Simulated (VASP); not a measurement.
Wanted: the native input for a VASP 6.6.1 run.

```
Task                   : single point
Functional             : PBE
Potentials or basis    : VASP PAW PBE potentials, release 64 (Pb_d, S)
Cutoff                 : 520 eV
k mesh                 : 10 × 10 × 10
Occupations            : gaussian, width 0.05 eV
Spin                   : no spin polarisation
Dipole correction      : no
Further INCAR settings : ALGO = Normal; EDIFF = 1e-07; NBANDS = 17
```

The structure of PbS lies in POSCAR:

```
PbS
1.0
    0.0000000000      3.0045318093      3.0045318093
    3.0045318093      0.0000000000      3.0045318093
    3.0045318093      3.0045318093      0.0000000000
Pb S
1 1
Direct
    0.5332830558      0.4667169442      0.5332830558
    0.0000000000      0.0000000000      0.0000000000
```

This cell differs from its parent crystal: atom 1 (Pb) moved 0.2 Å along y.

One way to write it, as run:

INCAR

```
SYSTEM = PbS
  PREC = Accurate
  ENCUT = 520
  EDIFF = 1E-7
  ISMEAR = 0
  SIGMA = 0.05
  LREAL = .False.
  LASPH = .True.
  NELM = 100
  ALGO = Normal
  ISIF = 2
  LWAVE = .False.
  LCHARG = .True.
  GGA = PE
  LELF = .True.
  LVHAR = .True.
  NBANDS = 17
```

KPOINTS

```
Automatic mesh
0
Gamma
  10 10 10
  0 0 0
```

Potentials or basis: VASP PAW PBE potentials, release 64 (Pb_d, S).

Run with:

```sh
$ cat potpaw_PBE.64/Pb_d/POTCAR potpaw_PBE.64/S/POTCAR > POTCAR
$ mpirun -np 1 vasp_std > vasp.out
```

It gave:

| Quantity | Value |
| --- | --- |
| Pressure | 0.5 GPa |
| Largest force | 0.130 eV/Å |
| Band gap on the k mesh | 0.77 eV |

Caveat: the cell differs from its parent crystal (atom 1 (Pb) moved 0.2 Å along y); spin-orbit coupling is left out, which moves the levels of the heavy elements.

It took 26 s on 1 thread of Intel(R) Xeon(R) 6975P-C (Granite Rapids) (shared host), peak memory 0.23 GiB.
